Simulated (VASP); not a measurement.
Set up this calculation in VASP 6.6.1, as the native input.

| Item | Value |
| --- | --- |
| Task | single point |
| Functional | PBE |
| Potentials or basis | VASP PAW PBE potentials, release 64 (N, B) |
| Cutoff | 520 eV |
| k mesh | 5 × 5 × 5 |
| Occupations | fermi-dirac, width 0.02 eV |
| Spin | no spin polarisation |
| Dipole correction | no |
| Further INCAR settings | ALGO = Normal; EDIFF = 1e-07; NBANDS = 11 |

The structure of BN lies in POSCAR:

```
BN
1.0
    1.2511217832      0.7223354983      3.3729344033
   -1.2511217832      0.7223354983      3.3729344033
    0.0000000000     -1.4446709966      3.3729344033
N B
1 1
Direct
    0.6672382000      0.6672382000      0.6672382000
    0.0003288000      0.0003288000      0.0003288000
```

One way to write it, as run:

INCAR

```
ALGO = Normal
EDIFF = 1E-7
ENCUT = 520
GGA = PE
ISIF = 2
ISMEAR = -1
LASPH = T
LCHARG = F
LREAL = F
LWAVE = F
NBANDS = 11
NELM = 80
PREC = Accurate
SIGMA = 0.02
```

KPOINTS

```
k-points
0
Gamma
  5 5 5
```

Potentials or basis: VASP PAW PBE potentials, release 64 (N, B).

The run is started by

```console
$ cat potpaw_PBE.64/N/POTCAR potpaw_PBE.64/B/POTCAR > POTCAR
$ mpirun -np 1 vasp_std > vasp.out
```

Results of the run:

* Pressure: 3.7 GPa
* Band gap on the k mesh: 4.74 eV, indirect (least direct gap 5.13 eV)

Caveat: the k points lie up to 0.59 Å⁻¹ apart.

It took 10 s on 1 thread of AMD EPYC 7R43 64-Core Processor (Zen 3), on a shared host, peak memory 0.11 GiB.
